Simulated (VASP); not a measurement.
# PmP (Fm-3m) in VASP: single point with PBEsol

Aim: the single point of PmP with PBEsol.

All numbers are computed with VASP 6.6.1; they aren't measurements. Logs are shortened: lines on timing, memory, paths and dates and some standing lists are left out, and cuts for length are marked.

### 1 The cell of the first run

Symmetry: Fm-3m, No. 225, cubic system. The conventional cell has a = 5.754 Å, b = 5.754 Å, c = 5.754 Å, α = 90.00°, β = 90.00°, γ = 90.00°. Pm (site symmetry m-3m) has 6 P at 2.88 Å within 3.8 Å. Within 3.8 Å of P (site symmetry m-3m) lie 6 Pm at 2.88 Å.

### 2 Single point, PBEsol, collinear spin, ferromagnetic start

File INCAR:

```
SYSTEM = PmP
ALGO = Normal ; EDIFF = 1E-6
ENCUT = 520 ; GGA = PS
ISIF = 2 ; ISMEAR = 0
ISPIN = 2 ; LASPH = .True.
LCHARG = .False. ; LMAXMIX = 6
LORBIT = 11 ; LREAL = .False.
LWAVE = .False. ; MAGMOM = 4.5 0
NBANDS = 21 ; NELM = 150
PREC = Accurate ; SIGMA = 0.05
```

File KPOINTS:

```
k-points
0
Gamma
  10 10 10
  0 0 0
```

File POSCAR:

```
PmP
1.0
    0.0000000000      2.8768248580      2.8768248580
    2.8768248580      0.0000000000      2.8768248580
    2.8768248580      2.8768248580      0.0000000000
Pm P
1 1
Direct
    0.5000000000      0.5000000000      0.5000000000
    0.0000000000      0.0000000000      0.0000000000
```

Potentials or basis: VASP PAW PBE potentials, release 64 (Pm, P).

On the command line:

```
> cat potpaw_PBE.64/Pm/POTCAR potpaw_PBE.64/P/POTCAR > POTCAR
> mpirun -np 1 vasp_std > vasp.out
```

OUTCAR:

```text
SYSTEM = PmP
   EDIFF = 1E-6
   ENCUT = 520
   GGA = PS
   ISIF = 2
   ISMEAR = 0
   ISPIN = 2
   LASPH = .True.
   LORBIT = 11
   LREAL = .False.
   NELM = 150
   PREC = Accurate

 ion  position               nearest neighbor table
   1  0.500  0.500  0.500-   2 2.88   2 2.88   2 2.88   2 2.88   2 2.88   2 2.88
   2  0.000  0.000  0.000-   1 2.88   1 2.88   1 2.88   1 2.88   1 2.88   1 2.88

  LATTYP: Found a face centered cubic cell.
 ALAT       =     5.7536497160

  Lattice vectors:

 A1 = (   0.0000000000,   2.8768248580,   2.8768248580)
 A2 = (   2.8768248580,   0.0000000000,   2.8768248580)
 A3 = (   2.8768248580,   2.8768248580,   0.0000000000)

Analysis of symmetry for initial positions (statically):
=====================================================================
 Subroutine PRICEL returns:
 Original cell was already a primitive cell.

 Routine SETGRP: Setting up the symmetry group for a
 face centered cubic supercell.

 Subroutine GETGRP returns: Found 48 space group operations
 (whereof 48 operations were pure point group operations)
 out of a pool of 48 trial point group operations.

The static configuration has the point symmetry O_h .

Analysis of symmetry for dynamics (positions and initial velocities):
=====================================================================
 Subroutine PRICEL returns:
 Original cell was already a primitive cell.

 Routine SETGRP: Setting up the symmetry group for a
 face centered cubic supercell.

 Subroutine GETGRP returns: Found 48 space group operations
 (whereof 48 operations were pure point group operations)
 out of a pool of 48 trial point group operations.

The dynamic configuration has the point symmetry O_h .

Analysis of structural, dynamic, and magnetic symmetry:
=====================================================================
 Subroutine PRICEL returns:
 Original cell was already a primitive cell.

 Routine SETGRP: Setting up the symmetry group for a
 face centered cubic supercell.

 Subroutine GETGRP returns: Found 48 space group operations
 (whereof 48 operations were pure point group operations)
 out of a pool of 48 trial point group operations.

The overall configuration has the point symmetry O_h .

 Subroutine INISYM returns: Found 48 space group operations
 (whereof 48 operations are pure point group operations),
 and found     1 'primitive' translations

----------------------------------------------------------------------------------------

                                     Primitive cell

  volume of cell :      47.6179
[... 113 lines left out ...]
   LORBIT       =     11    0 simple, 1 ext, 2 COOP (PROOUT), +10 PAW based schemes
   GGA     = PS    functional components
   LHFCALC =     F    Hartree Fock is set to
   AEXX    =    0.0000 exact exchange contribution
   IVDW    =     0    specifies the selected vdW correction
   LEPSILON=     F    determine dielectric tensor
   LRPA    =     F    only Hartree local field effects (RPA)
 spin polarized calculation
 Gauss-broadening in eV      SIGMA  =   0.05
  energy-cutoff  :      520.00
  volume of cell :       47.62
 maximum number of plane-waves:      1307
   NGX = 15   NGY = 15   NGZ = 15

 number of electron      20.0000002 magnetization       4.0314599

 Free energy of the ion-electron system (eV)
  ---------------------------------------------------
  ext. energy  EPLUGINS =         0.00000000
  ---------------------------------------------------
  free energy    TOTEN  =       -16.49990860 eV

  energy without entropy =      -16.47985331  energy(sigma->0) =      -16.48988095

 E-fermi :   5.6837     XC(G=0): -10.4978

 val. band max:        5.6836095875   @ k =   0.5000   0.4000   0.1000
 cond. band min:       5.6846042880   @ k =  -0.2000   0.2000   0.0000
 fundamental gap:      0.0009947005
 Fermi energy:         5.6836603886

 spin component 1

 k-point     1 :       0.0000    0.0000    0.0000
  band No.  band energies     occupation
      1     -32.3058      1.00000
      2     -12.4456      1.00000
      3     -12.4456      1.00000
      4     -12.4456      1.00000
      5      -3.8799      1.00000
      6       4.9930      1.00000
[... 565 lines left out ...]
     20      11.9078      0.00000
     21      13.8124      0.00000

 [... further k-points ...]

 spin component 2

 k-point     1 :       0.0000    0.0000    0.0000
  band No.  band energies     occupation
      1     -30.4147      1.00000
      2     -11.0688      1.00000
      3     -11.0688      1.00000
      4     -11.0688      1.00000
      5      -3.9644      1.00000
      6       5.9086      0.00000
[... 565 lines left out ...]
     20      12.3500      0.00000
     21      14.2728      0.00000

 [... further k-points ...]

------------------------ aborting loop because EDIFF is reached ----------------------------------------

  FORCE on cell =-STRESS in cart. coord.  units (eV):
  Direction    XX          YY          ZZ          XY          YZ          ZX
  --------------------------------------------------------------------------------------
  -------------------------------------------------------------------------------------
  Total       -0.0479600     -0.0479600     -0.0479600      0.0000000      0.0000000     -0.0000000
  in kB       -1.6136870     -1.6136870     -1.6136870      0.0000000      0.0000000     -0.0000000
  external PRESSURE =      -1.6136870 kB  Pullay stress =       0.0000000 kB

 VOLUME and BASIS-vectors are now :
 -----------------------------------------------------------------------------
  energy-cutoff  :      520.00
  volume of cell :       47.62
      direct lattice vectors                 reciprocal lattice vectors
     0.000000000  2.876824858  2.876824858    -0.173802725  0.173802725  0.173802725
     2.876824858  0.000000000  2.876824858     0.173802725 -0.173802725  0.173802725
     2.876824858  2.876824858  0.000000000     0.173802725  0.173802725 -0.173802725

 POSITION                                       TOTAL-FORCE (eV/Angst)
 -----------------------------------------------------------------------------------
      2.87682      2.87682      2.87682        -0.000000     -0.000000     -0.000000
      0.00000      0.00000      0.00000         0.000000      0.000000      0.000000
 -----------------------------------------------------------------------------------
    total drift:                                0.000000     -0.000000      0.000000

  FREE ENERGIE OF THE ION-ELECTRON SYSTEM (eV)
  ---------------------------------------------------
  free  energy   TOTEN  =       -16.4999085960 eV

  energy  without entropy=      -16.4798533069  energy(sigma->0) =      -16.48988095

 total charge

# of ion       s       p       d       f       tot
--------------------------------------------------
    1        2.002   5.583   0.534   4.176  12.296
    2        1.040   1.505   0.000   0.000   2.545
--------------------------------------------------
tot          3.042   7.088   0.534   4.176  14.840

 magnetization (x)

# of ion       s       p       d       f       tot
--------------------------------------------------
    1       -0.012  -0.001   0.037   4.050   4.074
    2       -0.011  -0.123   0.000   0.000  -0.134
--------------------------------------------------
tot         -0.024  -0.123   0.037   4.050   3.940
```

stdout:

```text
POSCAR found type information on POSCAR PmP
 POSCAR found :  2 types and       2 ions
 scaLAPACK will be used
 -----------------------------------------------------------------------------
|                                                                             |
|                                                                             |
|     You enforced a specific xc type in the INCAR file but a different       |
|     I HOPE YOU KNOW WHAT YOU ARE DOING!                                     |
|                                                                             |
 -----------------------------------------------------------------------------

 LDA part: xc-table for (Slater+PW92), standard interpolation
 POSCAR, INCAR and KPOINTS ok, starting setup
 FFT: planning ... GRIDC
 FFT: planning ... GRID_SOFT
 FFT: planning ... GRID
 WAVECAR not read
 entering main loop
```

It took 3.5 min on 1 thread of AMD EPYC 7R13, shared host; peak memory 0.22 GiB.

Results:

```
Free energy                                           : -16.4999 eV
Pressure                                              : -0.2 GPa
Band gap on the k mesh                                : zero (filled and empty bands overlap)
Net moment                                            : 4.03 μB per cell
Site moments                                          : Pm +4.07; P -0.13 μB
Valence electrons inside the program's atomic spheres : Pm 12.30; P 2.54
```

Caveat: the magnetic or orbital state may not be the lowest; the PAW data sets were made with another functional, which shifts forces and pressure a little; spin-orbit coupling is left out, which moves the levels of the heavy elements; semilocal functionals describe open f shells poorly, which spoils levels, moments and volumes.
